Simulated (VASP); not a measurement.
Wanted: the native input for a VASP 6.6.1 run.

```yaml
Task: relaxation of cell and atoms
Functional: PBE
Potentials_or_basis: VASP PAW PBE potentials, release 64 (B, Se)
Cutoff: 600 eV
k_mesh: 4 × 4 × 4
Occupations: gaussian, width 0.1 eV
Spin: no spin polarisation
Dipole_correction: no
Further_INCAR_settings: ALGO = Normal; EDIFF = 1e-06; IBRION = 2; EDIFFG = -0.04; NSW = 90; ISIF = 3
```

The structure of B2Se lies in POSCAR:

```
B2Se
1.0
    3.9833491791      0.0000000000      0.0000000000
    0.0000000000      5.6539955819      0.0000000000
    0.0000000000      0.0000000000      4.2732506256
B Se
4 2
Direct
    0.5000000000      0.2500000000      0.1666666667
    0.0000000000      0.2500000000      0.3333333333
    0.0000000000      0.7500000000      0.6666666667
    0.5000000000      0.7500000000      0.8333333333
    0.0000000000      0.5000000000      0.0000000000
    0.5000000000      0.5000000000      0.5000000000
```

The cell was generated, and may not be a known phase.

One way to write it, as run:

INCAR

```
SYSTEM = B2Se
PREC = Accurate
ENCUT = 600
EDIFF = 1E-6
ISMEAR = 0
SIGMA = 0.1
LREAL = .FALSE.
LASPH = .TRUE.
NELM = 60
ALGO = Normal
ISIF = 3
LWAVE = .FALSE.
LCHARG = .FALSE.
GGA = PE
IBRION = 2
NSW = 90
EDIFFG = -0.04
```

KPOINTS

```
regular mesh
0
G
  4 4 4
  0 0 0
```

Potentials or basis: VASP PAW PBE potentials, release 64 (B, Se).

Launch:

```bash
$ cat potpaw_PBE.64/B/POTCAR potpaw_PBE.64/Se/POTCAR > POTCAR
$ mpirun -np 1 vasp_std > vasp.out
```

It gave:

```yaml
Relaxed_volume: 12.83 Å³/atom
Relaxed_cell: a = 3.052 Å, b = 3.564 Å, c = 7.078 Å, α = 90.00°, β = 90.00°, γ = 90.00°
Space_group_after_relaxing_to_0.1_Å: Cmmm (No. 65)
Pressure_after_relaxing: 0.2 GPa
Largest_force_after_relaxing: 0.038 eV/Å
Band_gap_on_the_k_mesh: zero (bands 12 and 13 overlap by 1.94 eV)
```

Caveat: the k points lie up to 0.51 Å⁻¹ apart in the final cell, too coarse for converged energies and pressures of a metal; the volume moved by over 15 % at a fixed basis, so the end points are rough.

It took 16 min on 1 thread of Intel(R) Xeon(R) 6975P-C (Granite Rapids), on a shared host, peak memory 0.27 GiB.
